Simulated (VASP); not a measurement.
# O in VASP: further runs

O is run at these levels: LDA, HSE06, PBE; tasks: single point.

Everything below comes from runs of VASP 6.6.1. Logs are shortened: lines on timing, memory, paths and dates and some standing lists are left out, and cuts for length are marked.

## 1. The cell of the first run

The typed cell holds 4 atoms: a = 2.458 Å, b = 2.458 Å, c = 7.807 Å, α = 90.00°, β = 90.00°, γ = 120.00°.

## 2. Single point, LDA

The input, INCAR:

```
SYSTEM = O
PREC = Accurate
ENCUT = 520
EDIFF = 1E-6
ISMEAR = -1
SIGMA = 0.005
LREAL = .FALSE.
LASPH = .TRUE.
NELM = 100
ALGO = Normal
ISIF = 2
LWAVE = .FALSE.
LCHARG = .TRUE.
LELF = .TRUE.
LVHAR = .TRUE.
NBANDS = 20
```

The input, KPOINTS:

```
regular mesh
0
G
  9 9 3
  0 0 0
```

The input, POSCAR:

```
O
1.0
    2.4581945932      0.0000000000      0.0000000000
   -1.2290972966      2.1288589651      0.0000000000
    0.0000000000      0.0000000000      7.8073262400
O
4
Direct
    0.3428040000      0.6860220000      0.1652320000
    0.6543210000      0.3140860000      0.8277320000
    0.6456750000      0.3308630000      0.6754640000
    0.3280350000      0.6789260000      0.3276850000
```

Potentials or basis: VASP PAW LDA potentials, release 64 (O).

Started as:

```
> cat potpaw_LDA.64/O/POTCAR > POTCAR
> mpirun -np 1 vasp_std > vasp.out
```

OUTCAR:

```text
SYSTEM = O
   PREC = Accurate
   ENCUT = 520
   EDIFF = 1E-6
   ISMEAR = -1
   LREAL = .FALSE.
   LASPH = .TRUE.
   NELM = 100
   ISIF = 2

 ion  position               nearest neighbor table
   1  0.343  0.686  0.165-   4 1.27
   2  0.654  0.314  0.828-   3 1.19
   3  0.646  0.331  0.675-   2 1.19
   4  0.328  0.679  0.328-   1 1.27

  LATTYP: Found a hexagonal cell.
 ALAT       =     2.4581945932
 C/A-ratio  =     3.1760407665

  Lattice vectors:

 A1 = (   2.4581945932,   0.0000000000,   0.0000000000)
 A2 = (  -1.2290972966,   2.1288589651,   0.0000000000)
 A3 = (   0.0000000000,   0.0000000000,   7.8073262400)

Analysis of symmetry for initial positions (statically):
=====================================================================
 Subroutine PRICEL returns:
 Original cell was already a primitive cell.

 Routine SETGRP: Setting up the symmetry group for a
 hexagonal supercell.

 Subroutine GETGRP returns: Found  1 space group operations
 (whereof  1 operations were pure point group operations)
 out of a pool of 24 trial point group operations.

The static configuration has the point symmetry C_1 .

Analysis of symmetry for dynamics (positions and initial velocities):
=====================================================================
 Subroutine PRICEL returns:
 Original cell was already a primitive cell.

 Routine SETGRP: Setting up the symmetry group for a
 hexagonal supercell.

 Subroutine GETGRP returns: Found  1 space group operations
 (whereof  1 operations were pure point group operations)
 out of a pool of 24 trial point group operations.

The dynamic configuration has the point symmetry C_1 .

 Subroutine INISYM returns: Found  1 space group operations
 (whereof  1 operations are pure point group operations),
 and found     1 'primitive' translations

----------------------------------------------------------------------------------------

                                     Primitive cell

  volume of cell :      40.8569

  direct lattice vectors                    reciprocal lattice vectors
     2.458194593  0.000000000  0.000000000     0.406802620  0.234867602  0.000000000
[... 78 lines left out ...]
   NGX,Y,Z   is equivalent  to a cutoff of  12.17, 12.17, 12.78 a.u.
   NGXF,Y,Z  is equivalent  to a cutoff of  24.35, 24.35, 25.55 a.u.
 SYSTEM =  O
   PREC   = accura    normal or accurate (medium, high low for compatibility)
   ISTART =      0    job   : 0-new  1-cont  2-samecut
   ICHARG =      2    charge: 1-file 2-atom 10-const
   ISPIN  =      1    spin polarized calculation?
   LNONCOLLINEAR =      F non collinear calculations
   LSORBIT =      F    spin-orbit coupling
   LASPH  =      T    aspherical Exc in radial PAW
   ENCUT  =  520.0 eV  38.22 Ry    6.18 a.u.   4.57  4.57 14.52*2*pi/ulx,y,z
   NELM   =    100;   NELMIN=  2; NELMDL= -5     # of ELM steps
   EDIFF  = 0.1E-05   stopping-criterion for ELM
   LREAL  =      F    real-space projection
   EDIFFG = 0.1E-04   stopping-criterion for IOM
   NSW    =      0    number of steps for IOM
   IBRION =     -1    ionic relax: 0-MD 1-quasi-New 2-CG
   NFREE  =      0    steps in history (QN), initial steepest desc. (CG)
   ISIF   =      2    stress and relaxation
   ISYM   =      2    0-nonsym 1-usesym 2-fastsym
   POTIM  = 0.5000    time-step for ionic-motion
   TEBEG  =    0.0;   TEEND  =   0.0 temperature during run
   PSTRESS=    0.0 pullay stress
   NELECT =      24.0000    total number of electrons
   NUPDOWN=      -1.0000    fix difference up-down
   EMIN   =  10.00;   EMAX   =-10.00  energy-range for DOS
   EFERMI =   0.00;   METHOD = LEGACY
   ISMEAR =    -1;   SIGMA  =   0.01  broadening in eV -4-tet -1-fermi 0-gaus
   EFERMI_NEDOS =   21; number of points for ismear=-14 and -15
   IALGO  =     38    algorithm
   IMIX   =      4    mixing-type and parameters
     AMIX     =   0.40;   BMIX     =  1.00
     AMIX_MAG =   1.60;   BMIX_MAG =  1.00
  volume/ion in A,a.u.               =      10.21        68.93
  Fermi-wavevector in a.u.,A,eV,Ry     =   1.371061  2.590929 25.576341  1.879808
  Thomas-Fermi vector in A             =   2.496791
   LORBIT       =      0    0 simple, 1 ext, 2 COOP (PROOUT), +10 PAW based schemes
   GGA     = CA    functional components
   LHFCALC =     F    Hartree Fock is set to
   AEXX    =    0.0000 exact exchange contribution
   IVDW    =     0    specifies the selected vdW correction
   LEPSILON=     F    determine dielectric tensor
   LRPA    =     F    only Hartree local field effects (RPA)
 non-spin polarized calculation
  energy-cutoff  :      520.00
  volume of cell :       40.86
 maximum number of plane-waves:      1118
   NGX =  9   NGY =  9   NGZ = 29

 number of electron      23.9999996 magnetization

 Free energy of the ion-electron system (eV)
  ---------------------------------------------------
  ext. energy  EPLUGINS =         0.00000000
  ---------------------------------------------------
  free energy    TOTEN  =       -21.91484279 eV

  energy without entropy =      -21.91452337  energy(sigma->0) =      -21.91468308

 E-fermi :   0.9057     XC(G=0): -10.6880

 val. band max:        0.9025743429   @ k =   0.0000   0.2222   0.0000
 cond. band min:       0.9129041351   @ k =  -0.2222   0.2222   0.0000
 fundamental gap:      0.0103297922
 Fermi energy:         0.9057334344

 k-point     1 :       0.0000    0.0000    0.0000
  band No.  band energies     occupation
      1     -27.4629      2.00000
      2     -25.2938      2.00000
      3     -14.4747      2.00000
      4     -13.8085      2.00000
      5      -8.1506      2.00000
      6      -6.5799      2.00000
[... 541 lines left out ...]
     19      16.1948      0.00000
     20      16.8045      0.00000

 [... further k-points ...]
[... 5 lines left out ...]
  --------------------------------------------------------------------------------------
  -------------------------------------------------------------------------------------
  Total       -1.3827129     -1.3488350     -1.6137574     -0.0089543      0.3800037      0.0385334
  in kB      -54.2221992    -52.8936988    -63.2824602     -0.3511355     14.9016012      1.5110639
  external PRESSURE =     -56.7994528 kB  Pullay stress =       0.0000000 kB

 VOLUME and BASIS-vectors are now :
 -----------------------------------------------------------------------------
  energy-cutoff  :      520.00
  volume of cell :       40.86
      direct lattice vectors                 reciprocal lattice vectors
     2.458194593  0.000000000  0.000000000     0.406802620  0.234867602  0.000000000
    -1.229097297  2.128858965  0.000000000     0.000000000  0.469735204  0.000000000
     0.000000000  0.000000000  7.807326240     0.000000000  0.000000000  0.128084823

 POSITION                                       TOTAL-FORCE (eV/Angst)
 -----------------------------------------------------------------------------------
     -0.00051      1.46044      1.29002        -0.232881     -0.128153      3.226025
      1.22241      0.66864      6.46237        -0.216011      0.183644      2.339726
      1.18053      0.70436      5.27357         0.215575     -0.184043     -2.353921
     -0.02809      1.44534      2.55834         0.233318      0.128552     -3.211830
 -----------------------------------------------------------------------------------
    total drift:                               -0.000568      0.000183     -0.000020

  FREE ENERGIE OF THE ION-ELECTRON SYSTEM (eV)
  ---------------------------------------------------
  free  energy   TOTEN  =       -21.9148427891 eV

  energy  without entropy=      -21.9145233659  energy(sigma->0) =      -21.91468308
```

OSZICAR:

```text
N       E                     dE             d eps       ncg     rms          rms(c)
DAV:   1     0.116298609317E+03    0.11630E+03   -0.14152E+04  4896   0.116E+03
DAV:   2    -0.172093363187E+02   -0.13351E+03   -0.12960E+03  6276   0.266E+02
DAV:   3    -0.225591039831E+02   -0.53498E+01   -0.52968E+01  6172   0.518E+01
DAV:   4    -0.225862322823E+02   -0.27128E-01   -0.27121E-01  5720   0.413E+00
DAV:   5    -0.225863755290E+02   -0.14325E-03   -0.14324E-03  5788   0.270E-01    0.627E+00
DAV:   6    -0.220888573792E+02    0.49752E+00   -0.15298E+00  6384   0.609E+00    0.368E+00
DAV:   7    -0.220572087148E+02    0.31649E-01   -0.21568E+00  5820   0.491E+00    0.406E+00
DAV:   8    -0.219304859658E+02    0.12672E+00   -0.28409E+00  6448   0.428E+00    0.129E+00
DAV:   9    -0.219156211051E+02    0.14865E-01   -0.39287E-01  6424   0.165E+00    0.249E-01
DAV:  10    -0.219157435777E+02   -0.12247E-03   -0.29231E-03  5356   0.375E-01    0.156E-01
DAV:  11    -0.219153142031E+02    0.42937E-03   -0.63714E-04  5928   0.161E-01    0.107E-01
DAV:  12    -0.219150906865E+02    0.22352E-03   -0.27975E-04  5636   0.102E-01    0.708E-02
DAV:  13    -0.219149795148E+02    0.11117E-03   -0.10723E-04  5696   0.566E-02    0.510E-02
DAV:  14    -0.219149243081E+02    0.55207E-04   -0.47593E-05  5980   0.340E-02    0.395E-02
DAV:  15    -0.219148524808E+02    0.71827E-04   -0.22195E-04  6132   0.592E-02    0.153E-02
DAV:  16    -0.219148434677E+02    0.90131E-05   -0.40606E-05  6516   0.259E-02    0.488E-03
DAV:  17    -0.219148427891E+02    0.67869E-06   -0.58938E-06  4464   0.113E-02
   1 F= -.21914843E+02 E0= -.21914683E+02  d E =-.319423E-03
```

It took 43 s on 1 thread of Intel Xeon 6975P-C (Granite Rapids), shared host; peak memory 0.17 GiB.

What came out:

```
Free energy            : -21.9148 eV
Pressure               : -5.7 GPa
Largest force          : 3.237 eV/Å
Band gap on the k mesh : zero (band 12 reaches 2.39 eV, above the bottom of band 13 at -0.21 eV)
```

Forces on the atoms (eV/Å):
```
O   -0.233 -0.128  3.226
O   -0.216  0.184  2.340
O    0.216 -0.184 -2.354
O    0.233  0.129 -3.212
```

Caveat: the standard files for N, O and F lose accuracy on very short bonds; spin is off for a triplet molecule; forces of over 1 eV/Å act on the atoms, so gaps and moduli don't describe the material at rest.

(Continued in part 2 of 2.)
